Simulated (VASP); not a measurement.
B:

```
B
1.0
     2.24997    0.00000    0.00000
     0.00000    2.24997    0.00000
     0.00000    0.00000    6.08441
B
4
Direct
  0.00000 0.00000 0.50000
  0.50000 0.50000 0.22612
  0.50000 0.50000 0.77388
  0.00000 0.00000 0.00000
```

| Property | Result |
| --- | --- |
| Program | VASP 6.6.1 |
| Task | relaxation of cell and atoms |
| Functional | PBE |
| Potentials or basis | VASP PAW PBE potentials, release 64 (B) |
| Cutoff | 600 eV |
| k mesh | 8 × 8 × 4 |
| Occupations | gaussian, width 0.1 eV |
| Spin | no spin polarisation |

At the start: pressure -39.6 GPa; volume 7.70 Å³/atom.

Q: Where does the relaxation end?

A: Over 8 steps the energy falls by 334.7 meV/atom and the volume is 5.90 Å³/atom (-23.4 %); space group I4/mmm (No. 139, to 0.05 Å).

The path:
```tsv
step	energy change (eV)	largest force (eV/Å)	pressure (GPa)	volume (Å³)
1	0.0000	0.8527	-39.56	30.80
2	-1.1755	1.6097	8.62	23.08
3	-1.1832	1.5851	3.55	23.50
4	-1.3229	0.2911	5.54	23.15
5	-1.3250	0.1016	6.10	23.10
6	-1.3367	0.0328	-2.58	23.84
7	-1.3385	0.0020	-0.38	23.64
8	-1.3387	0.0013	0.04	23.61
```

Final structure:
```yaml
crystal:
  lattice:
    - [2.05488, 0.00000, 0.00000]
    - [0.00000, 2.05488, 0.00000]
    - [0.00000, 0.00000, 5.59077]
  atoms:
    - { symbol: B, position: [0.00000, 0.00000, 0.50000] }
    - { symbol: B, position: [0.50000, 0.50000, 0.25001] }
    - { symbol: B, position: [0.50000, 0.50000, 0.74999] }
    - { symbol: B, position: [0.00000, 0.00000, 0.00000] }
```

Caveat: the volume moved by over 15 % at a fixed basis, so the end points are rough.
